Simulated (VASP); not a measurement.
# C in VASP: a series of runs

The runs below take C through single point, with r2SCAN.

Program: VASP 6.6.1. These are calculated values, not measurements. Logs are shortened: lines on timing, memory, paths and dates and some standing lists are left out, and cuts for length are marked.

### Step 1. The cell of the first run

It takes space group Fd-3m (No. 227, cubic). Conventional cell: a = 3.560 Å, b = 3.560 Å, c = 3.560 Å, α = 90.00°, β = 90.00°, γ = 90.00°. C (site symmetry -43m) has 4 C at 1.54 Å within 2.1 Å.

### Step 2. Single point, r2SCAN

POSCAR

```
C
1.0
    1.7801407966      1.7801407966      0.0000000000
   -1.7801407966      1.7801407966      0.0000000000
    0.0000000000      1.7801407966      1.7801407966
C
2
Direct
    0.5000000000      0.5000000000      0.0000000000
    0.7500000000      0.2500000000      0.5000000000
```

INCAR.step1

```
SYSTEM = C
PREC = Accurate
ENCUT = 520
ISMEAR = 0
SIGMA = 0.01
LREAL = .False.
LASPH = .True.
NELM = 100
NBANDS = 11
GGA = PE
ALGO = Normal
EDIFF = 1E-4
LWAVE = .True.
LCHARG = .False.
```

INCAR.step2

```
SYSTEM = C
PREC = Accurate
ENCUT = 520
EDIFF = 1E-7
ISMEAR = 0
SIGMA = 0.01
LREAL = .False.
LASPH = .True.
NELM = 100
ALGO = Normal
ISIF = 2
LWAVE = .False.
LCHARG = .False.
METAGGA = R2SCAN
LMIXTAU = .True.
NBANDS = 11
ISTART = 1
```

KPOINTS

```
regular mesh
0
Gamma
  12 12 12
  0 0 0
```

Potentials or basis: VASP PAW PBE potentials, release 64 (C).

Run with:

```
cat potpaw_PBE.64/C/POTCAR > POTCAR
cp INCAR.step1 INCAR
mpirun -np 1 vasp_std > vasp.out
cp INCAR.step2 INCAR
mpirun -np 1 vasp_std > vasp.out
```

OUTCAR:

```text
SYSTEM = C
   PREC = Accurate
   ENCUT = 520
   EDIFF = 1E-7
   ISMEAR = 0
   LREAL = .False.
   LASPH = .True.
   NELM = 100
   ISIF = 2
   METAGGA = R2SCAN
   ISTART = 1

 ion  position               nearest neighbor table
   1  0.500  0.500  0.000-   2 1.54   2 1.54   2 1.54   2 1.54
   2  0.750  0.250  0.500-   1 1.54   1 1.54   1 1.54   1 1.54

  LATTYP: Found a face centered cubic cell.
 ALAT       =     3.5602815932

  Lattice vectors:

 A1 = (   0.0000000000,   1.7801407966,   1.7801407966)
 A2 = (   1.7801407966,   0.0000000000,   1.7801407966)
 A3 = (   1.7801407966,   1.7801407966,   0.0000000000)

Analysis of symmetry for initial positions (statically):
=====================================================================
 Subroutine PRICEL returns:
 Original cell was already a primitive cell.

 Routine SETGRP: Setting up the symmetry group for a
 face centered cubic supercell.

 Subroutine GETGRP returns: Found 48 space group operations
 (whereof 24 operations were pure point group operations)
 out of a pool of 48 trial point group operations.

The static configuration has the point symmetry T_d .
 The point group associated with its full space group is O_h .

Analysis of symmetry for dynamics (positions and initial velocities):
=====================================================================
 Subroutine PRICEL returns:
 Original cell was already a primitive cell.

 Routine SETGRP: Setting up the symmetry group for a
 face centered cubic supercell.

 Subroutine GETGRP returns: Found 48 space group operations
 (whereof 24 operations were pure point group operations)
 out of a pool of 48 trial point group operations.

The dynamic configuration has the point symmetry T_d .
 The point group associated with its full space group is O_h .

 Subroutine INISYM returns: Found 48 space group operations
 (whereof 24 operations are pure point group operations),
 and found     1 'primitive' translations

----------------------------------------------------------------------------------------

                                     Primitive cell

  volume of cell :      11.2822

  direct lattice vectors                    reciprocal lattice vectors
     1.780140797  1.780140797  0.000000000     0.280876659  0.280876659 -0.280876659
    -1.780140797  1.780140797  0.000000000    -0.280876659  0.280876659 -0.280876659
     0.000000000  1.780140797  1.780140797     0.000000000  0.000000000  0.561753319

  length of vectors
     2.517499257  2.517499257  2.517499257     0.486492645  0.486492645  0.561753319

  position of ions in fractional coordinates (direct lattice)
     0.500000000  0.500000000  0.000000000
     0.750000000  0.250000000  0.500000000

  ion indices of the primitive-cell ions
   primitive index   ion index
                 1           1
                 2           2

----------------------------------------------------------------------------------------

 KPOINTS: regular mesh

Automatic generation of k-mesh.
 Grid dimensions read from file:
 generate k-points for:   12   12   12

 Generating k-lattice:

  Cartesian coordinates                     Fractional coordinates (reciprocal lattice)
     0.023406388  0.023406388 -0.023406388     0.083333333  0.000000000  0.000000000
    -0.023406388  0.023406388 -0.023406388     0.000000000  0.083333333  0.000000000
     0.000000000  0.000000000  0.046812777     0.000000000  0.000000000  0.083333333

  Length of vectors
     0.040541054  0.040541054  0.046812777

  Shift w.r.t. Gamma in fractional coordinates (k-lattice)
     0.000000000  0.000000000  0.000000000

 Subroutine IBZKPT returns following result:
 ===========================================

 Found     72 irreducible k-points:

 Following reciprocal coordinates:
            Coordinates               Weight
  0.000000  0.000000  0.000000      1.000000
  0.083333  0.000000  0.000000      8.000000
  0.166667  0.000000  0.000000      8.000000
  0.250000  0.000000  0.000000      8.000000
  0.333333  0.000000  0.000000      8.000000
  0.416667  0.000000  0.000000      8.000000
[... 16 lines left out ...]
  0.500000  0.166667  0.000000     24.000000
 -0.416667  0.166667  0.000000     24.000000
 [... further k-points ...]
   k-points           NKPTS =     72   k-points in BZ     NKDIM =     72   number of bands    NBANDS=     11
   number of dos      NEDOS =    301   number of ions     NIONS =      2
   total plane-waves  NPLWV =   8000
   dimension x,y,z NGX =    20 NGY =   20 NGZ =   20
   dimension x,y,z NGXF=    40 NGYF=   40 NGZF=   40
   ions per type =               2
   NGX,Y,Z   is equivalent  to a cutoff of  13.21, 13.21, 13.21 a.u.
   NGXF,Y,Z  is equivalent  to a cutoff of  26.41, 26.41, 26.41 a.u.
 SYSTEM =  C
   PREC   = accura    normal or accurate (medium, high low for compatibility)
   ISTART =      1    job   : 0-new  1-cont  2-samecut
   ICHARG =      0    charge: 1-file 2-atom 10-const
   ISPIN  =      1    spin polarized calculation?
   LNONCOLLINEAR =      F non collinear calculations
   LSORBIT =      F    spin-orbit coupling
   LASPH  =      T    aspherical Exc in radial PAW
   ENCUT  =  520.0 eV  38.22 Ry    6.18 a.u.   4.68  4.68  4.68*2*pi/ulx,y,z
   NELM   =    100;   NELMIN=  2; NELMDL=  0     # of ELM steps
   EDIFF  = 0.1E-06   stopping-criterion for ELM
   LREAL  =      F    real-space projection
   EDIFFG = 0.1E-05   stopping-criterion for IOM
   NSW    =      0    number of steps for IOM
   IBRION =     -1    ionic relax: 0-MD 1-quasi-New 2-CG
   NFREE  =      0    steps in history (QN), initial steepest desc. (CG)
   ISIF   =      2    stress and relaxation
   ISYM   =      2    0-nonsym 1-usesym 2-fastsym
   POTIM  = 0.5000    time-step for ionic-motion
   TEBEG  =    0.0;   TEEND  =   0.0 temperature during run
   PSTRESS=    0.0 pullay stress
   NELECT =       8.0000    total number of electrons
   NUPDOWN=      -1.0000    fix difference up-down
   EMIN   =  10.00;   EMAX   =-10.00  energy-range for DOS
   EFERMI =   0.00;   METHOD = LEGACY
   ISMEAR =     0;   SIGMA  =   0.01  broadening in eV -4-tet -1-fermi 0-gaus
   EFERMI_NEDOS =   21; number of points for ismear=-14 and -15
   IALGO  =     38    algorithm
   IMIX   =      4    mixing-type and parameters
     AMIX     =   0.40;   BMIX     =  1.00
     AMIX_MAG =   1.60;   BMIX_MAG =  1.00
  volume/ion in A,a.u.               =       5.64        38.07
  Fermi-wavevector in a.u.,A,eV,Ry     =   1.459846  2.758710 28.996074  2.131151
  Thomas-Fermi vector in A             =   2.576365
   LORBIT       =      0    0 simple, 1 ext, 2 COOP (PROOUT), +10 PAW based schemes
   METAGGA = R2SCAN    functional components
   LHFCALC =     F    Hartree Fock is set to
   AEXX    =    0.0000 exact exchange contribution
   IVDW    =     0    specifies the selected vdW correction
   LEPSILON=     F    determine dielectric tensor
   LRPA    =     F    only Hartree local field effects (RPA)
 non-spin polarized calculation
 Gauss-broadening in eV      SIGMA  =   0.01
  energy-cutoff  :      520.00
  volume of cell :       11.28
 maximum number of plane-waves:       313
   NGX =  9   NGY =  9   NGZ =  9

 number of electron       7.9999999 magnetization

 Free energy of the ion-electron system (eV)
  ---------------------------------------------------
  ext. energy  EPLUGINS =         0.00000000
  ---------------------------------------------------
  free energy    TOTEN  =       -19.65721557 eV

  energy without entropy =      -19.65721557  energy(sigma->0) =      -19.65721557

 E-fermi :   9.9639     XC(G=0): -14.2878

 val. band max:        9.7920569164   @ k =   0.0000   0.0000   0.0000
 cond. band min:      14.1472809937   @ k =  -0.3333   0.3333   0.0000
 fundamental gap:      4.3552240773
 Fermi energy:         9.9638643037

 k-point     1 :       0.0000    0.0000    0.0000
  band No.  band energies     occupation
      1     -12.9788      2.00000
      2       9.7921      2.00000
      3       9.7921      2.00000
      4       9.7921      2.00000
      5      15.6425      0.00000
      6      15.6425      0.00000
      7      15.6425      0.00000
      8      23.7407      0.00000
      9      30.2607      0.00000
     10      37.2405      0.00000
     11      37.2405      0.00000

 k-point     2 :       0.0833    0.0000    0.0000
  band No.  band energies     occupation
      1     -12.7771      2.00000
      2       8.4698      2.00000
      3       9.4450      2.00000
      4       9.4450      2.00000
      5      16.0979      0.00000
      6      16.0979      0.00000
      7      16.4171      0.00000
      8      23.9410      0.00000
      9      30.6058      0.00000
     10      35.1806      0.00000
     11      35.1806      0.00000

 k-point     3 :       0.1667    0.0000    0.0000
  band No.  band energies     occupation
      1     -12.1747      2.00000
      2       5.7677      2.00000
      3       8.6945      2.00000
      4       8.6945      2.00000
      5      17.0831      0.00000
      6      17.0831      0.00000
      7      17.5672      0.00000
      8      24.5156      0.00000
      9      31.3252      0.00000
     10      33.5346      0.00000
     11      33.5346      0.00000

 k-point     4 :       0.2500    0.0000    0.0000
  band No.  band energies     occupation
      1     -11.1812      2.00000
      2       2.7605      2.00000
      3       7.9232      2.00000
      4       7.9232      2.00000
      5      17.9963      0.00000
      6      17.9963      0.00000
      7      18.3280      0.00000
      8      25.3135      0.00000
      9      31.7635      0.00000
     10      33.1295      0.00000
     11      33.1295      0.00000

 k-point     5 :       0.3333    0.0000    0.0000
  band No.  band energies     occupation
      1      -9.8213      2.00000
      2      -0.1718      2.00000
      3       7.3121      2.00000
      4       7.3121      2.00000
      5      18.5086      0.00000
      6      18.5086      0.00000
      7      18.7381      0.00000
      8      26.0366      0.00000
      9      32.0034      0.00000
     10      34.0587      0.00000
     11      34.0587      0.00000
[... 211 lines left out ...]
 k-point    21 :       0.3333    0.1667    0.0000
  band No.  band energies     occupation
      1      -8.0775      2.00000
      2      -1.4030      2.00000
      3       3.7446      2.00000
      4       6.6311      2.00000
      5      18.2731      0.00000
      6      19.8824      0.00000
      7      21.4217      0.00000
      8      25.6792      0.00000
      9      31.0526      0.00000
     10      32.5819      0.00000
     11      35.9697      0.00000

 k-point    22 :       0.4167    0.1667    0.0000
  band No.  band energies     occupation
      1      -6.5517      2.00000
      2      -3.4551      2.00000
      3       3.9515      2.00000
      4       5.9655      2.00000
      5      17.7194      0.00000
      6      20.5920      0.00000
      7      21.5799      0.00000
      8      26.2469      0.00000
      9      30.4175      0.00000
     10      35.1253      0.00000
     11      35.9009      0.00000

 k-point    23 :       0.5000    0.1667    0.0000
  band No.  band energies     occupation
      1      -6.9808      2.00000
      2      -2.9351      2.00000
      3       4.4637      2.00000
      4       5.5647      2.00000
      5      17.2568      0.00000
      6      21.1208      0.00000
      7      21.6031      0.00000
      8      24.9726      0.00000
      9      31.1796      0.00000
     10      35.0888      0.00000
     11      37.7195      0.00000

 k-point    24 :      -0.4167    0.1667    0.0000
  band No.  band energies     occupation
      1      -8.6116      2.00000
      2      -0.6061      2.00000
      3       5.2218      2.00000
      4       5.4727      2.00000
      5      16.8104      0.00000
      6      21.4237      0.00000
      7      21.4957      0.00000
      8      23.2264      0.00000
      9      32.1807      0.00000
     10      33.5782      0.00000
     11      38.5130      0.00000

 [... further k-points ...]

------------------------ aborting loop because EDIFF is reached ----------------------------------------

  FORCE on cell =-STRESS in cart. coord.  units (eV):
  Direction    XX          YY          ZZ          XY          YZ          ZX
  --------------------------------------------------------------------------------------
  -------------------------------------------------------------------------------------
  Total        0.0786625      0.0786625      0.0786625     -0.0000000     -0.0000000      0.0000000
  in kB       11.1708242     11.1708242     11.1708242     -0.0000000     -0.0000000      0.0000000
  external PRESSURE =      11.1708242 kB  Pullay stress =       0.0000000 kB

 VOLUME and BASIS-vectors are now :
 -----------------------------------------------------------------------------
  energy-cutoff  :      520.00
  volume of cell :       11.28
      direct lattice vectors                 reciprocal lattice vectors
     1.780140797  1.780140797  0.000000000     0.280876659  0.280876659 -0.280876659
    -1.780140797  1.780140797  0.000000000    -0.280876659  0.280876659 -0.280876659
     0.000000000  1.780140797  1.780140797     0.000000000  0.000000000  0.561753319

 POSITION                                       TOTAL-FORCE (eV/Angst)
 -----------------------------------------------------------------------------------
      0.00000      1.78014      0.00000         0.000000      0.000000      0.000000
      0.89007      2.67021      0.89007        -0.000000     -0.000000      0.000000
 -----------------------------------------------------------------------------------
    total drift:                                0.000000      0.000000      0.000000

  FREE ENERGIE OF THE ION-ELECTRON SYSTEM (eV)
  ---------------------------------------------------
  free  energy   TOTEN  =       -19.6572155736 eV

  energy  without entropy=      -19.6572155736  energy(sigma->0) =      -19.65721557
```

Wall time 46 s (1 thread of Intel Xeon 8259CL, shared host); peak memory 0.12 GiB.

Results:

```yaml
Free_energy: -19.6572 eV
Pressure: 1.1 GPa
Band_gap_on_the_k_mesh: 4.36 eV (least direct gap 5.85 eV)
```

Caveat: the PAW data sets were made with another functional, which shifts forces and pressure a little. A k mesh can miss the band edges.

### Step 3. Single point, r2SCAN

POSCAR is that of step 2.

INCAR.step1

```
SYSTEM = C
PREC = Accurate ; ENCUT = 520
ISMEAR = -1 ; SIGMA = 0.1
LREAL = .FALSE. ; LASPH = .TRUE.
NELM = 80 ; NBANDS = 11
GGA = PE ; ALGO = Normal
EDIFF = 1E-4 ; LWAVE = .TRUE.
LCHARG = .FALSE.
```

INCAR.step2

```
SYSTEM = C
PREC = Accurate ; ENCUT = 520
EDIFF = 1E-7 ; ISMEAR = -1
SIGMA = 0.1 ; LREAL = .FALSE.
LASPH = .TRUE. ; NELM = 80
ALGO = Normal ; ISIF = 2
LWAVE = .FALSE. ; LCHARG = .FALSE.
METAGGA = R2SCAN ; LMIXTAU = .TRUE.
NBANDS = 11 ; ISTART = 1
```

KPOINTS

```
regular mesh
0
G
  16 16 16
  0 0 0
```

Potentials or basis: VASP PAW PBE potentials, release 64 (C).

Run with:

```
cat potpaw_PBE.64/C/POTCAR > POTCAR
cp INCAR.step1 INCAR
mpirun -np 1 vasp_std > vasp.out
cp INCAR.step2 INCAR
mpirun -np 1 vasp_std > vasp.out
```

Wall time 86 s (1 thread of Intel Xeon 8259CL, shared host); peak memory 0.13 GiB.

The run converged. Its results:

```
Free energy            : -19.6572 eV
Pressure               : 1.1 GPa
Band gap on the k mesh : 4.34 eV (least direct gap 5.85 eV)
```

Levels at points of the mesh, in eV from the valence-band top:
| k point | band 2 | band 3 | band 4 | band 5 | band 6 | band 7 |
| --- | --- | --- | --- | --- | --- | --- |
| (0.00, 0.00, 0.00) | 0.00 | 0.00 | 0.00 | 5.85 | 5.85 | 5.85 |
| (0.50, 0.00, 0.00) | -14.11 | -2.99 | -2.99 | 8.90 | 8.90 | 9.20 |
| (0.50, 0.50, 0.00) | -13.63 | -6.69 | -6.69 | 5.01 | 5.01 | 17.96 |

Caveat: the PAW data sets were made with another functional, which shifts forces and pressure a little. A k mesh can miss the band edges.

### Step 4. Single point, r2SCAN (in-plane strain -0.02, then relaxed in part)

POSCAR

```
C
1.0
    1.7445379806      1.7445379806      0.0000000000
   -1.7445379806      1.7445379806      0.0000000000
    0.0000000000      1.7445379806      1.7879629429
C
2
Direct
    0.5000000000      0.5000000000      0.0000000000
    0.7500000000      0.2500000000      0.5000000000
```

INCAR.step1

```
SYSTEM = C
PREC = Accurate ; ENCUT = 520
ISMEAR = 0 ; SIGMA = 0.01
LREAL = .False. ; LASPH = .True.
NELM = 100 ; NBANDS = 11
GGA = PE ; ALGO = Normal
EDIFF = 1E-4 ; LWAVE = .True.
LCHARG = .False.
```

INCAR.step2

```
SYSTEM = C
PREC = Accurate ; ENCUT = 520
EDIFF = 1E-6 ; ISMEAR = 0
SIGMA = 0.01 ; LREAL = .False.
LASPH = .True. ; NELM = 100
ALGO = Normal ; ISIF = 2
LWAVE = .False. ; LCHARG = .True.
METAGGA = R2SCAN ; LMIXTAU = .True.
LELF = .True. ; LVHAR = .True.
NBANDS = 11 ; ISTART = 1
```

KPOINTS

```
regular mesh
0
Gamma
  12 12 12
  0 0 0
```

Run with:

```
cat potpaw_PBE.64/C/POTCAR > POTCAR
cp INCAR.step1 INCAR
mpirun -np 1 vasp_std > vasp.out
cp INCAR.step2 INCAR
mpirun -np 1 vasp_std > vasp.out
```

It took 70 s on 1 thread of Intel Xeon 8259CL, shared host; peak memory 0.13 GiB.

It converged, with:

```
Free energy            : -19.6181 eV
Pressure               : 18.6 GPa
Band gap on the k mesh : 4.10 eV (least direct gap 5.71 eV)
```

Stress tensor (GPa, compression positive):
```
27.29  0.00  0.00
 0.00 27.29  0.00
 0.00  0.00  1.32
```

Levels at points of the mesh, in eV from the valence-band top:
```csv
k point,band 2,band 3,band 4,band 5,band 6,band 7
"(0.00, 0.00, 0.00)",-0.41,0.00,0.00,5.71,5.71,6.04
"(0.50, 0.00, 0.00)",-14.66,-3.47,-2.98,8.56,9.03,9.82
"(0.50, 0.50, 0.00)",-13.89,-7.19,-7.19,4.75,4.75,18.41
"(0.00, 0.00, 0.50)",-14.30,-6.80,-6.80,5.37,5.37,18.30
```

Caveat: the cell differs from its parent crystal (in-plane strain -0.02, then relaxed in part); the cell stands under pressure; the PAW data sets were made with another functional, which shifts forces and pressure a little. A k mesh can miss the band edges.

(Part 1 of 2 ends here.)
